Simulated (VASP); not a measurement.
# CdF2 (Fm-3m) in VASP: further runs

Runs on CdF2. Level: PBEsol. Tasks: single point, relaxation of cell and atoms.

All numbers are computed with VASP 6.6.1; they aren't measurements. Logs are shortened: lines on timing, memory, paths and dates and some standing lists are left out, and cuts for length are marked.

### Step 1. The cell of the first run

The structure is cubic, space group Fm-3m (No. 225). Conventional cell: a = 5.352 Å, b = 5.352 Å, c = 5.352 Å, α = 90.00°, β = 90.00°, γ = 90.00°. Cd (site symmetry m-3m) has 8 F at 2.32 Å within 3.1 Å. Within 3.1 Å of F (site symmetry -43m) lie 4 Cd at 2.32 Å and 6 F at 2.68 Å.

### Step 2. Single point, PBEsol

The input, INCAR:

```
PREC = Accurate
ENCUT = 520
EDIFF = 1E-6
ISMEAR = 0
SIGMA = 0.01
LREAL = False
LASPH = True
NELM = 80
ALGO = Normal
ISIF = 2
LWAVE = False
LCHARG = False
GGA = PS
NBANDS = 20
```

The input, KPOINTS:

```
regular mesh
0
Gamma
  6 6 6
```

The input, POSCAR:

```
CdF2
1.0
    0.0000000000      2.6761624793      2.6761624793
    2.6761624793      0.0000000000      2.6761624793
    2.6761624793      2.6761624793      0.0000000000
Cd F
1 2
Direct
    0.0000000000      0.0000000000      0.0000000000
    0.2500000000      0.2500000000      0.2500000000
    0.7500000000      0.7500000000      0.7500000000
```

Potentials or basis: VASP PAW PBE potentials, release 64 (Cd, F).

Launch:

```console
> cat potpaw_PBE.64/Cd/POTCAR potpaw_PBE.64/F/POTCAR > POTCAR
> mpirun -np 1 vasp_std > vasp.out
```

OUTCAR:

```text
PREC = Accurate
   ENCUT = 520
   EDIFF = 1E-6
   ISMEAR = 0
   LREAL = False
   LASPH = True
   NELM = 80
   ISIF = 2
   GGA = PS

 ion  position               nearest neighbor table
   1  0.000  0.000  0.000-   3 2.32   3 2.32   3 2.32   2 2.32   3 2.32   2 2.32   2 2.32   2 2.32

   2  0.250  0.250  0.250-   1 2.32   1 2.32   1 2.32   1 2.32
   3  0.750  0.750  0.750-   1 2.32   1 2.32   1 2.32   1 2.32

  LATTYP: Found a face centered cubic cell.
 ALAT       =     5.3523249586

  Lattice vectors:

 A1 = (   0.0000000000,   2.6761624793,   2.6761624793)
 A2 = (   2.6761624793,   0.0000000000,   2.6761624793)
 A3 = (   2.6761624793,   2.6761624793,   0.0000000000)

Analysis of symmetry for initial positions (statically):
=====================================================================
 Subroutine PRICEL returns:
 Original cell was already a primitive cell.

 Routine SETGRP: Setting up the symmetry group for a
 face centered cubic supercell.

 Subroutine GETGRP returns: Found 48 space group operations
 (whereof 48 operations were pure point group operations)
 out of a pool of 48 trial point group operations.

The static configuration has the point symmetry O_h .

Analysis of symmetry for dynamics (positions and initial velocities):
=====================================================================
 Subroutine PRICEL returns:
 Original cell was already a primitive cell.

 Routine SETGRP: Setting up the symmetry group for a
 face centered cubic supercell.

 Subroutine GETGRP returns: Found 48 space group operations
 (whereof 48 operations were pure point group operations)
 out of a pool of 48 trial point group operations.

The dynamic configuration has the point symmetry O_h .

 Subroutine INISYM returns: Found 48 space group operations
 (whereof 48 operations are pure point group operations),
 and found     1 'primitive' translations

----------------------------------------------------------------------------------------

                                     Primitive cell

  volume of cell :      38.3325

  direct lattice vectors                    reciprocal lattice vectors
     0.000000000  2.676162479  2.676162479    -0.186834695  0.186834695  0.186834695
     2.676162479  0.000000000  2.676162479     0.186834695 -0.186834695  0.186834695
     2.676162479  2.676162479  0.000000000     0.186834695  0.186834695 -0.186834695

  length of vectors
     3.784665273  3.784665273  3.784665273     0.323607184  0.323607184  0.323607184

  position of ions in fractional coordinates (direct lattice)
     0.000000000  0.000000000  0.000000000
     0.250000000  0.250000000  0.250000000
     0.750000000  0.750000000  0.750000000

  ion indices of the primitive-cell ions
   primitive index   ion index
                 1           1
                 2           2
                 3           3

----------------------------------------------------------------------------------------

 KPOINTS: regular mesh

Automatic generation of k-mesh.
 Grid dimensions read from file:
 generate k-points for:    6    6    6

 Generating k-lattice:

  Cartesian coordinates                     Fractional coordinates (reciprocal lattice)
    -0.031139116  0.031139116  0.031139116     0.166666667  0.000000000  0.000000000
     0.031139116 -0.031139116  0.031139116     0.000000000  0.166666667  0.000000000
     0.031139116  0.031139116 -0.031139116     0.000000000  0.000000000  0.166666667

  Length of vectors
     0.053934531  0.053934531  0.053934531

  Shift w.r.t. Gamma in fractional coordinates (k-lattice)
     0.000000000  0.000000000  0.000000000

 Subroutine IBZKPT returns following result:
 ===========================================

 Found     16 irreducible k-points:

 Following reciprocal coordinates:
            Coordinates               Weight
  0.000000  0.000000  0.000000      1.000000
  0.166667  0.000000  0.000000      8.000000
  0.333333  0.000000  0.000000      8.000000
  0.500000  0.000000  0.000000      4.000000
  0.166667  0.166667  0.000000      6.000000
  0.333333  0.166667  0.000000     24.000000
[... 8 lines left out ...]
 -0.333333  0.333333  0.166667     24.000000
 -0.333333  0.500000  0.166667     12.000000
   k-points           NKPTS =     16   k-points in BZ     NKDIM =     16   number of bands    NBANDS=     20
   number of dos      NEDOS =    301   number of ions     NIONS =      3
   total plane-waves  NPLWV =  21952
   dimension x,y,z NGX =    28 NGY =   28 NGZ =   28
   dimension x,y,z NGXF=    56 NGYF=   56 NGZF=   56
   ions per type =               1   2
   NGX,Y,Z   is equivalent  to a cutoff of  12.30, 12.30, 12.30 a.u.
   NGXF,Y,Z  is equivalent  to a cutoff of  24.60, 24.60, 24.60 a.u.
 SYSTEM =  unknown system
   PREC   = accura    normal or accurate (medium, high low for compatibility)
   ISTART =      0    job   : 0-new  1-cont  2-samecut
   ICHARG =      2    charge: 1-file 2-atom 10-const
   ISPIN  =      1    spin polarized calculation?
   LNONCOLLINEAR =      F non collinear calculations
   LSORBIT =      F    spin-orbit coupling
   LASPH  =      T    aspherical Exc in radial PAW
   ENCUT  =  520.0 eV  38.22 Ry    6.18 a.u.   7.04  7.04  7.04*2*pi/ulx,y,z
   NELM   =     80;   NELMIN=  2; NELMDL= -5     # of ELM steps
   EDIFF  = 0.1E-05   stopping-criterion for ELM
   LREAL  =      F    real-space projection
   EDIFFG = 0.1E-04   stopping-criterion for IOM
   NSW    =      0    number of steps for IOM
   IBRION =     -1    ionic relax: 0-MD 1-quasi-New 2-CG
   NFREE  =      0    steps in history (QN), initial steepest desc. (CG)
   ISIF   =      2    stress and relaxation
   ISYM   =      2    0-nonsym 1-usesym 2-fastsym
   POTIM  = 0.5000    time-step for ionic-motion
   TEBEG  =    0.0;   TEEND  =   0.0 temperature during run
   PSTRESS=    0.0 pullay stress
   NELECT =      26.0000    total number of electrons
   NUPDOWN=      -1.0000    fix difference up-down
   EMIN   =  10.00;   EMAX   =-10.00  energy-range for DOS
   EFERMI =   0.00;   METHOD = LEGACY
   ISMEAR =     0;   SIGMA  =   0.01  broadening in eV -4-tet -1-fermi 0-gaus
   EFERMI_NEDOS =   21; number of points for ismear=-14 and -15
   IALGO  =     38    algorithm
   IMIX   =      4    mixing-type and parameters
     AMIX     =   0.40;   BMIX     =  1.00
     AMIX_MAG =   1.60;   BMIX_MAG =  1.00
  volume/ion in A,a.u.               =      12.78        86.23
  Fermi-wavevector in a.u.,A,eV,Ry     =   1.438390  2.718164 28.150008  2.068967
  Thomas-Fermi vector in A             =   2.557363
   LORBIT       =      0    0 simple, 1 ext, 2 COOP (PROOUT), +10 PAW based schemes
   GGA     = PS    functional components
   LHFCALC =     F    Hartree Fock is set to
   AEXX    =    0.0000 exact exchange contribution
   IVDW    =     0    specifies the selected vdW correction
   LEPSILON=     F    determine dielectric tensor
   LRPA    =     F    only Hartree local field effects (RPA)
 non-spin polarized calculation
 Gauss-broadening in eV      SIGMA  =   0.01
  energy-cutoff  :      520.00
  volume of cell :       38.33
 maximum number of plane-waves:      1056
   NGX = 15   NGY = 15   NGZ = 15

 number of electron      26.0000004 magnetization

 Free energy of the ion-electron system (eV)
  ---------------------------------------------------
  ext. energy  EPLUGINS =         0.00000000
  ---------------------------------------------------
  free energy    TOTEN  =       -11.58335992 eV

  energy without entropy =      -11.58335992  energy(sigma->0) =      -11.58335992

 E-fermi :  -1.2493     XC(G=0): -10.8199

 val. band max:       -1.3105721414   @ k =  -0.3333   0.5000   0.1667
 cond. band min:       1.6809671758   @ k =   0.0000   0.0000   0.0000
 fundamental gap:      2.9915393172
 Fermi energy:        -1.2492932885

 k-point     1 :       0.0000    0.0000    0.0000
  band No.  band energies     occupation
      1     -22.1222      2.00000
      2     -20.9288      2.00000
      3      -6.9877      2.00000
      4      -6.9877      2.00000
      5      -6.9877      2.00000
      6      -5.6450      2.00000
[... 12 lines left out ...]
     19      18.5234      0.00000
     20      18.5234      0.00000

 k-point     2 :       0.1667    0.0000    0.0000
  band No.  band energies     occupation
      1     -22.0290      2.00000
      2     -21.0117      2.00000
      3      -6.8799      2.00000
      4      -6.8799      2.00000
      5      -6.6782      2.00000
      6      -5.6769      2.00000
[... 12 lines left out ...]
     19      17.9118      0.00000
     20      17.9118      0.00000

 k-point     3 :       0.3333    0.0000    0.0000
  band No.  band energies     occupation
      1     -21.7937      2.00000
      2     -21.2238      2.00000
      3      -6.6859      2.00000
      4      -6.6859      2.00000
      5      -5.9193      2.00000
      6      -5.6557      2.00000
[... 12 lines left out ...]
     19      17.1312      0.00000
     20      17.9884      0.00000

 k-point     4 :       0.5000    0.0000    0.0000
  band No.  band energies     occupation
      1     -21.5431      2.00000
      2     -21.4599      2.00000
      3      -6.6158      2.00000
      4      -6.6158      2.00000
      5      -5.5689      2.00000
      6      -5.5689      2.00000
[... 12 lines left out ...]
     19      16.8319      0.00000
     20      17.4069      0.00000

 k-point     5 :       0.1667    0.1667    0.0000
  band No.  band energies     occupation
      1     -22.0019      2.00000
      2     -21.0334      2.00000
      3      -6.8246      2.00000
      4      -6.8246      2.00000
      5      -6.5969      2.00000
      6      -5.8206      2.00000
[... 12 lines left out ...]
     19      18.7783      0.00000
     20      19.2222      0.00000
[... 169 lines left out ...]
      6      -5.5178      2.00000
[... 12 lines left out ...]
     19      18.1748      0.00000
     20      19.9955      0.00000

 k-point    14 :       0.5000    0.3333    0.1667
  band No.  band energies     occupation
      1     -21.6657      2.00000
      2     -21.3161      2.00000
      3      -6.5041      2.00000
      4      -6.3279      2.00000
      5      -6.0745      2.00000
      6      -5.6630      2.00000
[... 12 lines left out ...]
     19      18.0091      0.00000
     20      20.1232      0.00000

 k-point    15 :      -0.3333    0.3333    0.1667
  band No.  band energies     occupation
      1     -21.4932      2.00000
      2     -21.4722      2.00000
      3      -6.4517      2.00000
      4      -6.2169      2.00000
      5      -5.8582      2.00000
      6      -5.7416      2.00000
[... 12 lines left out ...]
     19      17.6171      0.00000
     20      20.4828      0.00000

 k-point    16 :      -0.3333    0.5000    0.1667
  band No.  band energies     occupation
      1     -21.5462      2.00000
      2     -21.4052      2.00000
      3      -6.5588      2.00000
      4      -5.9297      2.00000
      5      -5.8688      2.00000
      6      -5.8239      2.00000
[... 12 lines left out ...]
     19      18.9373      0.00000
     20      19.3908      0.00000

------------------------ aborting loop because EDIFF is reached ----------------------------------------

  FORCE on cell =-STRESS in cart. coord.  units (eV):
  Direction    XX          YY          ZZ          XY          YZ          ZX
  --------------------------------------------------------------------------------------
  -------------------------------------------------------------------------------------
  Total        0.6880475      0.6880475      0.6880475      0.0000000      0.0000000      0.0000000
  in kB       28.7581903     28.7581903     28.7581903      0.0000000      0.0000000      0.0000000
  external PRESSURE =      28.7581903 kB  Pullay stress =       0.0000000 kB

 VOLUME and BASIS-vectors are now :
 -----------------------------------------------------------------------------
  energy-cutoff  :      520.00
  volume of cell :       38.33
      direct lattice vectors                 reciprocal lattice vectors
     0.000000000  2.676162479  2.676162479    -0.186834695  0.186834695  0.186834695
     2.676162479  0.000000000  2.676162479     0.186834695 -0.186834695  0.186834695
     2.676162479  2.676162479  0.000000000     0.186834695  0.186834695 -0.186834695

 POSITION                                       TOTAL-FORCE (eV/Angst)
 -----------------------------------------------------------------------------------
      0.00000      0.00000      0.00000        -0.000000      0.000000     -0.000000
      1.33808      1.33808      1.33808         0.000000      0.000000      0.000000
      4.01424      4.01424      4.01424         0.000000     -0.000000     -0.000000
 -----------------------------------------------------------------------------------
    total drift:                                0.000000      0.000000      0.000000

  FREE ENERGIE OF THE ION-ELECTRON SYSTEM (eV)
  ---------------------------------------------------
  free  energy   TOTEN  =       -11.5833599242 eV

  energy  without entropy=      -11.5833599242  energy(sigma->0) =      -11.58335992
```

Run time: 6.4 s. Hardware: 1 thread of Intel Xeon 6975P-C (Granite Rapids), shared host; peak memory 0.16 GiB.

What came out:

```yaml
Free_energy: -11.5834 eV
Pressure: 2.9 GPa
Band_gap_on_the_k_mesh: 2.99 eV (least direct gap 3.43 eV)
```

Levels at points of the mesh, in eV from the valence-band top:
```tsv
k point	band 11	band 12	band 13	band 14	band 15	band 16
(0.00, 0.00, 0.00)	-0.44	-0.44	-0.44	2.99	12.61	12.61
(0.50, 0.00, 0.00)	-1.94	-0.36	-0.36	7.23	9.05	14.51
(0.50, 0.50, 0.00)	-0.53	-0.07	-0.07	8.06	9.59	11.74
```

Caveat: the PAW data sets were made with another functional, which shifts forces and pressure a little. A k mesh can miss the band edges.

### Step 3. Relaxation of cell and atoms, PBEsol, target pressure 1 GPa, at which the enthalpy is minimised

This run uses another cell than the first one, of 13.01 Å³/atom.

The input, INCAR:

```
SYSTEM = CdF2
PREC = Accurate
ENCUT = 600
EDIFF = 1E-6
ISMEAR = 0
SIGMA = 0.01
LREAL = .False.
LASPH = .True.
NELM = 100
ALGO = Normal
ISIF = 3
LWAVE = .False.
LCHARG = .False.
GGA = PS
IBRION = 2
NSW = 100
EDIFFG = -0.002
PSTRESS = 10.0
```

The input, KPOINTS:

```
regular mesh
0
Gamma
  6 6 6
  0 0 0
```

The input, POSCAR:

```
CdF2
1.0
    0.0000000000      2.6921157986      2.6921157986
    2.6921157986      0.0000000000      2.6921157986
    2.6921157986      2.6921157986      0.0000000000
Cd F
1 2
Direct
    0.0000000000      0.0000000000      0.0000000000
    0.2500000000      0.2500000000      0.2500000000
    0.7500000000      0.7500000000      0.7500000000
```

Potentials or basis: VASP PAW PBE potentials, release 64 (Cd, F).

Launch:

```console
> cat potpaw_PBE.64/Cd/POTCAR potpaw_PBE.64/F/POTCAR > POTCAR
> mpirun -np 1 vasp_std > vasp.out
```

OUTCAR:

```text
SYSTEM = CdF2
   PREC = Accurate
   ENCUT = 600
   EDIFF = 1E-6
   ISMEAR = 0
   LREAL = .False.
   LASPH = .True.
   NELM = 100
   ISIF = 3
   GGA = PS
   IBRION = 2
   NSW = 100
   EDIFFG = -0.002
   PSTRESS = 10.0

 ion  position               nearest neighbor table
   1  0.000  0.000  0.000-   3 2.33   3 2.33   3 2.33   2 2.33   3 2.33   2 2.33   2 2.33   2 2.33

   2  0.250  0.250  0.250-   1 2.33   1 2.33   1 2.33   1 2.33
   3  0.750  0.750  0.750-   1 2.33   1 2.33   1 2.33   1 2.33

  LATTYP: Found a face centered cubic cell.
 ALAT       =     5.3842315972

  Lattice vectors:

 A1 = (   0.0000000000,   2.6921157986,   2.6921157986)
 A2 = (   2.6921157986,   0.0000000000,   2.6921157986)
 A3 = (   2.6921157986,   2.6921157986,   0.0000000000)

Analysis of symmetry for initial positions (statically):
=====================================================================
 Subroutine PRICEL returns:
 Original cell was already a primitive cell.

 Routine SETGRP: Setting up the symmetry group for a
 face centered cubic supercell.

 Subroutine GETGRP returns: Found 48 space group operations
 (whereof 48 operations were pure point group operations)
 out of a pool of 48 trial point group operations.

The static configuration has the point symmetry O_h .

[... 140 lines left out ...]
  volume of cell :       39.02
 maximum number of plane-waves:      1315
   NGX = 15   NGY = 15   NGZ = 15

--------------------------------------- Ionic step        1  -------------------------------------------

 number of electron      25.9999978 magnetization

 Free energy of the ion-electron system (eV)
  ---------------------------------------------------
  ext. energy  EPLUGINS =         0.00000000
  ---------------------------------------------------
  free energy    TOTEN  =       -11.59626468 eV

  energy without entropy =      -11.59626468  energy(sigma->0) =      -11.59626468

------------------------ aborting loop because EDIFF is reached ----------------------------------------

  FORCE on cell =-STRESS in cart. coord.  units (eV):
  Direction    XX          YY          ZZ          XY          YZ          ZX
  --------------------------------------------------------------------------------------
  -------------------------------------------------------------------------------------
  Total        0.1552060      0.1552060      0.1552060      0.0000000     -0.0000000      0.0000000
  in kB        6.3724722      6.3724722      6.3724722      0.0000000     -0.0000000      0.0000000
  external PRESSURE =      -3.6275278 kB  Pullay stress =      10.0000000 kB
[... 65 lines left out ...]
--------------------------------------- Ionic step        3  -------------------------------------------

 number of electron      25.9999978 magnetization

 Free energy of the ion-electron system (eV)
  ---------------------------------------------------
  ext. energy  EPLUGINS =         0.00000000
  ---------------------------------------------------
  free energy    TOTEN  =       -11.59557417 eV

  energy without entropy =      -11.59557417  energy(sigma->0) =      -11.59557417

 E-fermi :  -1.2984     XC(G=0): -10.7392

 val. band max:       -1.4230199738   @ k =  -0.3333   0.5000   0.1667
 cond. band min:       1.5204442178   @ k =   0.0000   0.0000   0.0000
 fundamental gap:      2.9434641917
 Fermi energy:        -1.2984213326

 k-point     1 :       0.0000    0.0000    0.0000
  band No.  band energies     occupation
      1     -22.1522      2.00000
      2     -20.9997      2.00000
      3      -7.0500      2.00000
      4      -7.0500      2.00000
      5      -7.0500      2.00000
      6      -5.7727      2.00000
[... 343 lines left out ...]
  energy  without entropy=      -11.5955741685  energy(sigma->0) =      -11.59557417

  enthalpy is  TOTEN    =       -11.3528744584 eV   P V=        0.2426997101

 reached required accuracy - stopping structural energy minimisation
```

OSZICAR:

```text
N       E                     dE             d eps       ncg     rms          rms(c)
DAV:   1     0.220828885329E+03    0.22083E+03   -0.17040E+04   544   0.173E+03
DAV:   2    -0.349184243757E+01   -0.22432E+03   -0.21553E+03   627   0.410E+02
DAV:   3    -0.129731514816E+02   -0.94813E+01   -0.94637E+01   581   0.940E+01
[... 22 lines left out ...]
DAV:   1    -0.115957266048E+02   -0.34040E-03   -0.32272E-03   547   0.697E-01    0.947E-02
DAV:   2    -0.115955865606E+02    0.14004E-03   -0.51763E-04   552   0.223E-01    0.216E-02
DAV:   3    -0.115955767535E+02    0.98071E-05   -0.24458E-05   545   0.100E-01    0.219E-02
DAV:   4    -0.115955750631E+02    0.16904E-05   -0.37542E-06   451   0.252E-02    0.152E-02
DAV:   5    -0.115955741685E+02    0.89461E-06   -0.97793E-07   333   0.138E-02
   3 F= -.11352874E+02 E0= -.11352874E+02  d E =-.166785E-03
```

Run time: 15 s. Hardware: 1 thread of Intel Xeon 6975P-C (Granite Rapids), shared host; peak memory 0.17 GiB.

Results:

- Free energy: -11.5956 eV
- Relaxed volume: 12.96 Å³/atom
- Relaxed cell: a = 3.803 Å, b = 3.803 Å, c = 3.803 Å, α = 60.00°, β = 60.00°, γ = 60.00°
- Space group after relaxing (to 0.1 Å): Fm-3m (No. 225)
- Energy change on relaxing (the run minimises the enthalpy): +0.2 meV/atom
- Ionic steps: 3
- Pressure after relaxing: 1.0 GPa
- Band gap on the k mesh: 2.94 eV (least direct gap 3.41 eV)

Step by step:
| step | energy change (eV) | largest force (eV/Å) | pressure (GPa) | volume (Å³) |
| --- | --- | --- | --- | --- |
| 1 | 0.0000 | 0.0000 | 0.64 | 39.02 |
| 2 | 0.0009 | 0.0000 | 1.10 | 38.86 |
| 3 | 0.0007 | 0.0000 | 1.02 | 38.88 |

Final structure:
```xyz
3
Lattice="0.0000 2.6890 2.6890 2.6890 0.0000 2.6890 2.6890 2.6890 0.0000" Properties=species:S:1:pos:R:3 pbc="T T T"
Cd    0.0000    0.0000    0.0000
F     1.3445    1.3445    1.3445
F     4.0334    4.0334    4.0334
```

Caveat: the cell is relaxed towards a set pressure, so the run minimises the enthalpy, not the energy; the PAW data sets were made with another functional, which shifts forces and pressure a little. A k mesh can miss the band edges.
